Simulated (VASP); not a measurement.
Runs of VASP 6.6.1 on Ir. The structure is that of space group Pm-3m (No. 221), or close to it. The cells are those of the table. 

```tsv
task	cell	cutoff (eV)	gap on the mesh (eV)	pressure (GPa)
single point	a = 2.193 Å, 1 atom	520	none	(a)
relaxation of cell and atoms	relaxed to 340 GPa from a = 2.159 Å, 1 atom	600	none	340.0
relaxation of cell and atoms	relaxed to 340 GPa from a = 2.193 Å, 1 atom	600	none	340.0
single point	a = 2.192 Å, 1 atom	520	none	338.2
```

Alike in all rows: level LDA; potentials or basis VASP PAW LDA potentials, release 64 (Ir); no spin polarisation; k mesh 17 × 17 × 17; smearing fermi-dirac 0.08 eV.

Question: Estimate the missing entries.

Answer: (a) 337.3.

Caveats: spin-orbit coupling is left out, which moves the levels of the heavy elements; the cell is relaxed towards a set pressure, so the enthalpy falls and the energy may rise (some runs).

A k mesh can miss the band edges, and the runs leave out spin-orbit coupling on Ir.

A gap of «none» marks levels without a gap at the run's occupations.
